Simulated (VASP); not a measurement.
Crystal: InAg2.

```
In Ag
1.0
     3.25132    0.00000    0.00000
    -1.62566    2.81572    0.00000
     0.00000    0.00000    6.70424
In Ag
1 2
Direct
  0.00000 0.00000 0.00000
  0.33333 0.66667 0.33892
  0.66667 0.33333 0.66108
```

The cell was built from a structure type or drawn by symmetry, and may not be a known phase.

```yaml
Program: VASP 6.6.1
Task: relaxation of cell and atoms
Functional: PBE
Potentials_or_basis: VASP PAW PBE potentials, release 64 (In_d, Ag)
Cutoff: 600 eV
k_mesh: 18 × 18 × 8
Occupations: gaussian, width 0.1 eV
Spin: no spin polarisation
```

At the start: pressure 0.1 GPa; volume 20.46 Å³/atom.

Question: Where does the relaxation end?

Answer: Over 10 steps the energy falls by 20.6 meV/atom and the volume is 20.12 Å³/atom (-1.7 %); space group P-3m1 (No. 164, to 0.1 Å) before and after.

The path:
```
step  energy change (eV)  largest force (eV/Å)  pressure (GPa)  volume (Å³)
   1              0.0000                0.0264            0.09        61.38
   2             -0.0266                0.0338           -0.42        61.47
   3             -0.0486                0.0492           -0.99        61.54
   4             -0.0461                0.0890           -1.24        61.52
   5             -0.0565                0.0638           -1.27        61.56
   6             -0.0582                0.0077            1.07        59.44
   7             -0.0617                0.0342           -0.03        60.38
   8             -0.0617                0.0333            0.01        60.36
   9             -0.0619                0.0164            0.01        60.36
  10             -0.0619                0.0030            0.02        60.36
```

Final structure:
```xyz
3
Lattice="3.1236 0.0000 0.0000 -1.5618 2.7051 0.0000 0.0000 0.0000 7.1436" Properties=species:S:1:pos:R:3 pbc="T T T"
In   -1.5618    2.7051    0.0000
Ag    0.0000    1.8034    2.4331
Ag    1.5618    0.9017    4.7105
```
